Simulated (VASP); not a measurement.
Input of a VASP 6.6.1 run:

INCAR

```
SYSTEM = ZrTi3Si8
PREC = Accurate
ENCUT = 500
EDIFF = 1E-6
ISMEAR = 1
SIGMA = 0.1
LREAL = .False.
LASPH = .True.
NELM = 120
ALGO = Normal
ISIF = 2
LWAVE = .False.
LCHARG = .False.
GGA = PE
NBANDS = 52
GGA_COMPAT = .False.
```

Contents of KPOINTS:

```
Automatic mesh
0
Gamma
  10 10 6
  0 0 0
```

The input POSCAR:

```
ZrTi3Si8
1.0
    2.4469707000     -4.1972705000      0.0000000000
    2.4469707000      4.1972705000      0.0000000000
    0.0000000000      0.0000000000      8.6747091000
Zr Ti Si
1 3 8
Direct
    0.5000000000      0.5000000000      0.0000000000
    0.0000000000      0.0000000000      0.5000000000
    0.0000000000      0.5000000000      0.2516580000
    0.5000000000      0.0000000000      0.7483420000
    0.1609460000      0.8390540000      0.0000000000
    0.6629590000      0.3370410000      0.5000000000
    0.8390540000      0.1609460000      0.0000000000
    0.3370410000      0.6629590000      0.5000000000
    0.3355420000      0.1561080000      0.2559100000
    0.8438920000      0.6644580000      0.7440900000
    0.6644580000      0.8438920000      0.2559100000
    0.1561080000      0.3355420000      0.7440900000
```

Potentials or basis: VASP PAW PBE potentials, release 64 (Zr_sv, Ti_sv, Si).

Launch:

```sh
$ cat potpaw_PBE.64/Zr_sv/POTCAR potpaw_PBE.64/Ti_sv/POTCAR potpaw_PBE.64/Si/POTCAR > POTCAR
$ mpirun -np 1 vasp_std > vasp.out
```

Task: Estimate the largest force.

Result: 0.004 eV/Å.

Task: What does it give for the pressure?

Result: 0.0 GPa.

Task: Estimate the band gap on the k mesh.

Result: Zero (bands 40 and 41 overlap by 1.62 eV).

Forces on the atoms (eV/Å):
```
Zr   0.000  0.000  0.000
Ti   0.000  0.000  0.000
Ti   0.000  0.000  0.001
Ti   0.000  0.000 -0.001
Si   0.000 -0.002  0.000
Si   0.000 -0.001  0.000
Si   0.000  0.002  0.000
Si   0.000  0.001  0.000
Si  -0.002  0.002  0.002
Si   0.002  0.002 -0.002
Si   0.002 -0.002  0.002
Si  -0.002 -0.002 -0.002
```
